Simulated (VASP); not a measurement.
Write the native input for VASP 6.6.1 that does the following.

| Item | Value |
| --- | --- |
| Task | density of states |
| Functional | LDA |
| Potentials or basis | VASP PAW LDA potentials, release 64 (Se) |
| Cutoff | 520 eV |
| k mesh | 10 × 10 × 10 |
| Occupations | gaussian, width 0.1 eV |
| Spin | no spin polarisation |
| Dipole correction | no |
| k mesh for the DOS | 15 × 15 × 15 |
| Occupations for the DOS | tetrahedron |
| Further INCAR settings | ALGO = Normal; EDIFF = 1e-06; NBANDS = 9 |

Se:

```
CELL_PARAMETERS angstrom
-1.70345 1.70345 1.70345
1.70345 -1.70345 1.70345
1.70345 1.70345 -1.70345
ATOMIC_POSITIONS crystal
Se 0.00000 0.00000 0.00000
```

One way to write it, as run:

POSCAR

```
Se
1.0
   -1.7034486149      1.7034486149      1.7034486149
    1.7034486149     -1.7034486149      1.7034486149
    1.7034486149      1.7034486149     -1.7034486149
Se
1
Direct
    0.0000000000      0.0000000000      0.0000000000
```

INCAR.step1

```
PREC = Accurate
ENCUT = 520
EDIFF = 1E-6
ISMEAR = 0
SIGMA = 0.1
LREAL = F
LASPH = T
NELM = 60
ALGO = Normal
ISIF = 2
LWAVE = F
LCHARG = T
NBANDS = 9
```

KPOINTS.step1

```
Automatic mesh
0
Gamma
  10 10 10
```

INCAR.step2

```
PREC = Accurate
ENCUT = 520
EDIFF = 1E-6
ISMEAR = -5
SIGMA = 0.1
LREAL = F
LASPH = T
NELM = 60
ALGO = Normal
ISIF = 2
LWAVE = F
LCHARG = F
LORBIT = 10
NBANDS = 9
NEDOS = 2001
ICHARG = 11
```

KPOINTS.step2

```
Automatic mesh
0
Gamma
  15 15 15
```

Potentials or basis: VASP PAW LDA potentials, release 64 (Se).

Run with:

```console
$ cat potpaw_LDA.64/Se/POTCAR > POTCAR
$ cp INCAR.step1 INCAR
$ cp KPOINTS.step1 KPOINTS
$ mpirun -np 1 vasp_std > vasp.out
$ cp INCAR.step2 INCAR
$ cp KPOINTS.step2 KPOINTS
$ mpirun -np 1 vasp_std > vasp.out
```

Results of the run:

```yaml
Valence_electrons_inside_the_program's_atomic_spheres: Se 3.64
```

Run time: 12 s on 1 thread of Intel(R) Xeon(R) Platinum 8375C CPU @ 2.90GHz (Ice Lake) (shared host), peak memory 0.14 GiB.
